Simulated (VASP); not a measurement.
Write the native input for VASP 6.6.1 that does the following.

```yaml
Task: single point
Functional: PBE
Potentials_or_basis: VASP PAW PBE potentials, release 64 (Si)
Cutoff: 520 eV
k_mesh: 2 × 2 × 2
Occupations: gaussian, width 0.05 eV
Spin: no spin polarisation
Dipole_correction: no
Further_INCAR_settings: LREAL = Auto; ALGO = Normal; EDIFF = 1e-06; NBANDS = 48
```

The structure of Si (a cell with a defect) lies in POSCAR:

```
Si
1.0
    0.0000000000      5.4300000000      5.4300000000
    5.4300000000      0.0000000000      5.4300000000
    5.4300000000      5.4300000000      0.0000000000
Si
17
Direct
    0.0604390424     -0.0200598527     -0.0205965009
    0.1351000000      0.1271537753      0.1266062615
   -0.0105436464      0.0144677716      0.4976259669
    0.1350827808      0.1271505525      0.6103358195
   -0.0105563536      0.4981744015      0.0139270718
    0.1350926335      0.6108662983      0.1266068140
   -0.0105343462      0.4981693370      0.4976262431
    0.0640137201      0.6454197974      0.6448719153
    0.5068553407      0.0097104052      0.0092450276
    0.6813340700      0.1062887661      0.1058495396
    0.5068500000      0.0096835175      0.4735214549
    0.6176934622      0.1513032228      0.6151444751
    0.5068521179      0.4739545120      0.0092340700
    0.6176883978      0.6155955801      0.1508639042
    0.4431453039      0.5190191529      0.5185756906
    0.6176988950      0.6156082873      0.6151521179
    0.5622702578      0.8126407919      0.8122337937
```

The input as run:

INCAR

```
ALGO = Normal
EDIFF = 1E-6
ENCUT = 520
GGA = PE
ISIF = 2
ISMEAR = 0
LASPH = T
LCHARG = T
LELF = T
LREAL = Auto
LVHAR = T
LWAVE = F
NBANDS = 48
NELM = 100
PREC = Accurate
SIGMA = 0.05
```

KPOINTS

```
k-points
0
Gamma
  2 2 2
```

Potentials or basis: VASP PAW PBE potentials, release 64 (Si).

Launch:

```sh
$ cat potpaw_PBE.64/Si/POTCAR > POTCAR
$ mpirun -np 1 vasp_std > vasp.out
```

Results of the run:

```json
{"Pressure": "4.6 GPa", "Largest force": "0.021 eV/Å", "Band gap on the k mesh": "0.07 eV"}
```

Caveat: the k points lie up to 0.50 Å⁻¹ apart.

Run time: 3.2 min on 1 thread of AMD EPYC 9R45 96-Core Processor (Zen 5), with other jobs on the host, peak memory 0.44 GiB.
